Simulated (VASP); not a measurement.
# Co (Fm-3m) in VASP: notebook, part 2 of 2

VASP 6.6.1. The steps go on from the part before.

**4. Single point, PBE, collinear spin, antiferromagnetic start**

Contents of INCAR:

```
SYSTEM = Co
PREC     = Accurate       ! precision mode
ENCUT    = 520            ! plane-wave cutoff, eV
EDIFF    = 1E-6           ! SCF threshold, eV
ISMEAR   = -1             ! smearing method
SIGMA    = 0.05           ! smearing width, eV
LREAL    = .FALSE.        ! projectors in reciprocal space
LASPH    = .TRUE.         ! aspherical terms in the spheres
NELM     = 150            ! most SCF steps
ALGO     = Normal         ! electronic algorithm
ISIF     = 2              ! what is computed and relaxed
LWAVE    = .FALSE.        ! write WAVECAR
LCHARG   = .FALSE.        ! write CHGCAR
ISPIN    = 2              ! spin polarisation
MAGMOM   = 3 -3           ! initial moments
LORBIT   = 11             ! projections on sites
LMAXMIX  = 4              ! l up to which the mixer works
GGA      = PE             ! functional
ISYM     = 0            
NBANDS   = 20             ! bands
```

Contents of KPOINTS:

```
regular mesh
0
G
  11 7 9
  0 0 0
```

Contents of POSCAR:

```
Co
1.0
    0.0000000000     -1.8074000000     -1.8074000000
   -3.6148000000     -1.8074000000     -1.8074000000
    0.0000000000      1.8074000000     -1.8074000000
Co
2
Direct
    0.0000000000      0.0000000000      0.0000000000
    0.0000000000      0.5000000000      0.5000000000
```

Potentials or basis: VASP PAW PBE potentials, release 64 (Co).

The run is started by

```
$ cat potpaw_PBE.64/Co/POTCAR > POTCAR
$ mpirun -np 1 vasp_std > vasp.out
```

OUTCAR:

```text
SYSTEM = Co
   PREC = Accurate
   ENCUT = 520
   EDIFF = 1E-6
   ISMEAR = -1
   LREAL = .FALSE.
   LASPH = .TRUE.
   NELM = 150
   ISIF = 2
   ISPIN = 2
   LORBIT = 11
   GGA = PE
   ISYM = 0

 ion  position               nearest neighbor table
   1  0.000  0.000  0.000-   2 2.56   2 2.56   2 2.56   2 2.56   2 2.56   2 2.56   2 2.56   2 2.56

   2  0.000  0.500  0.500-   1 2.56   1 2.56   1 2.56   1 2.56   1 2.56   1 2.56   1 2.56   1 2.56

IMPORTANT INFORMATION: All symmetrisations will be switched off!
NOSYMM: (Re-)initialisation of all symmetry stuff for point group C_1.

----------------------------------------------------------------------------------------

                                     Primitive cell

  volume of cell :      23.6169

  direct lattice vectors                    reciprocal lattice vectors
     0.000000000 -1.807400000 -1.807400000     0.276640478 -0.276640478 -0.276640478
    -3.614800000 -1.807400000 -1.807400000    -0.276640478  0.000000000  0.000000000
     0.000000000  1.807400000 -1.807400000     0.000000000  0.276640478 -0.276640478

  length of vectors
     2.556049593  4.427207761  2.556049593     0.479155363  0.276640478  0.391228716

  position of ions in fractional coordinates (direct lattice)
     0.000000000  0.000000000  0.000000000
     0.000000000  0.500000000  0.500000000

  ion indices of the primitive-cell ions
   primitive index   ion index
                 1           1
                 2           2

----------------------------------------------------------------------------------------

 KPOINTS: regular mesh

Automatic generation of k-mesh.
 Grid dimensions read from file:
 generate k-points for:   11    7    9

 Generating k-lattice:

  Cartesian coordinates                     Fractional coordinates (reciprocal lattice)
     0.025149134 -0.025149134 -0.025149134     0.090909091  0.000000000  0.000000000
    -0.039520068  0.000000000  0.000000000     0.000000000  0.142857143  0.000000000
     0.000000000  0.030737831 -0.030737831     0.000000000  0.000000000  0.111111111

  Length of vectors
     0.043559578  0.039520068  0.043469857

[... 120 lines left out ...]
  free energy    TOTEN  =       -13.42360026 eV

  energy without entropy =      -13.37340866  energy(sigma->0) =      -13.39850446

 E-fermi :   9.0139     XC(G=0): -12.9249

 val. band max:        9.0135467604   @ k =   0.4545  -0.4286   0.2222
 cond. band min:       9.0181881518   @ k =  -0.0909   0.1429   0.4444
 fundamental gap:      0.0046413913
 Fermi energy:         9.0138878671

 spin component 1

 k-point     1 :       0.0000    0.0000    0.0000
  band No.  band energies     occupation
      1       0.6738      1.00000
      2       4.8982      1.00000
      3       5.4107      1.00000
      4       7.2229      1.00000
      5       7.2300      1.00000
      6       7.4590      1.00000
[... 541 lines left out ...]
     19      31.6652      0.00000
     20      32.8604      0.00000

 [... further k-points ...]

 spin component 2

 k-point     1 :       0.0000    0.0000    0.0000
  band No.  band energies     occupation
      1       0.6737      1.00000
      2       4.8987      1.00000
      3       5.4111      1.00000
      4       7.2235      1.00000
      5       7.2306      1.00000
      6       7.4596      1.00000
[... 541 lines left out ...]
     19      31.6652      0.00000
     20      32.8605      0.00000

 [... further k-points ...]

------------------------ aborting loop because EDIFF is reached ----------------------------------------

  FORCE on cell =-STRESS in cart. coord.  units (eV):
  Direction    XX          YY          ZZ          XY          YZ          ZX
  --------------------------------------------------------------------------------------
  -------------------------------------------------------------------------------------
  Total       -2.4927965     -3.1071567     -3.1071591     -0.0044401      0.0022766     -0.0044395
  in kB     -169.1120601   -210.7904395   -210.7906026     -0.3012184      0.1544467     -0.3011769
  external PRESSURE =    -196.8977008 kB  Pullay stress =       0.0000000 kB

 VOLUME and BASIS-vectors are now :
 -----------------------------------------------------------------------------
  energy-cutoff  :      520.00
  volume of cell :       23.62
      direct lattice vectors                 reciprocal lattice vectors
     0.000000000 -1.807400000 -1.807400000     0.276640478 -0.276640478 -0.276640478
    -3.614800000 -1.807400000 -1.807400000    -0.276640478  0.000000000  0.000000000
     0.000000000  1.807400000 -1.807400000     0.000000000  0.276640478 -0.276640478

 POSITION                                       TOTAL-FORCE (eV/Angst)
 -----------------------------------------------------------------------------------
      0.00000      0.00000      0.00000         0.000000      0.000000      0.000000
     -1.80740      0.00000     -1.80740        -0.000000     -0.000000     -0.000000
 -----------------------------------------------------------------------------------
    total drift:                                0.000000      0.000000     -0.000001

  FREE ENERGIE OF THE ION-ELECTRON SYSTEM (eV)
  ---------------------------------------------------
  free  energy   TOTEN  =       -13.4236002556 eV

  energy  without entropy=      -13.3734086578  energy(sigma->0) =      -13.39850446

 total charge

# of ion       s       p       d       tot
------------------------------------------
    1        0.451   0.449   7.221   8.121
    2        0.451   0.449   7.221   8.122
--------------------------------------------------
tot          0.903   0.898  14.442  16.243

 magnetization (x)

# of ion       s       p       d       tot
------------------------------------------
    1        0.009   0.019   1.022   1.050
    2       -0.010  -0.019  -1.020  -1.048
--------------------------------------------------
tot         -0.000  -0.000   0.002   0.002
```

stdout:

```text
POSCAR found type information on POSCAR Co
 POSCAR found :  1 types and       2 ions
 scaLAPACK will be used
 LDA part: xc-table for (Slater+PW92), standard interpolation
 -----------------------------------------------------------------------------
|                                                                             |
|           W    W    AA    RRRRR   N    N  II  N    N   GGGG   !!!           |
|           W    W   A  A   R    R  NN   N  II  NN   N  G    G  !!!           |
|           W    W  A    A  R    R  N N  N  II  N N  N  G       !!!           |
|           W WW W  AAAAAA  RRRRR   N  N N  II  N  N N  G  GGG   !            |
|           WW  WW  A    A  R   R   N   NN  II  N   NN  G    G                |
|           W    W  A    A  R    R  N    N  II  N    N   GGGG   !!!           |
|                                                                             |
|     Your reciprocal lattice and k-lattice belong to different lattice       |
|     classes:                                                                |
|                                                                             |
|        The reciprocal lattice is simple tetragonal,                         |
|        whereas your k-lattice is simple monoclinic.                         |
|                                                                             |
|     Results are often still useful ...                                      |
|                                                                             |
 -----------------------------------------------------------------------------

 POSCAR, INCAR and KPOINTS ok, starting setup
 FFT: planning ... GRIDC
 FFT: planning ... GRID_SOFT
 FFT: planning ... GRID
 WAVECAR not read
 entering main loop
```

Run time: 5.9 min. Hardware: 1 thread of Intel Xeon 6975P-C, shared host; peak memory 0.33 GiB.

What came out:

```
Free energy                                           : -13.4236 eV
Pressure                                              : -19.7 GPa
Band gap on the k mesh                                : zero (filled and empty bands overlap)
Net moment                                            : 0.00 μB per cell
Site moments                                          : Co +1.05, -1.05 μB
Valence electrons inside the program's atomic spheres : Co 8.12
```

Stress tensor (GPa, compression positive):
```
-16.91  -0.03  -0.03
 -0.03 -21.08   0.02
 -0.03   0.02 -21.08
```

**5. The runs side by side**

```csv
spin,gap on the mesh (eV),pressure (GPa),moment (μB)
off,none,-25.1,-
"collinear, ferromagnetic start",none,-14.4,3.36
"collinear, antiferromagnetic start",none,-19.7,0.00
```

Alike in all rows: task single point; level PBE; potentials or basis VASP PAW PBE potentials, release 64 (Co); cell as given; k mesh 11 × 7 × 9; cutoff (eV) 520; smearing fermi-dirac 0.05 eV.

Every run on the cell as given and a fine mesh finds a metal.

Absolute energies hang on the potentials; compare differences alone.
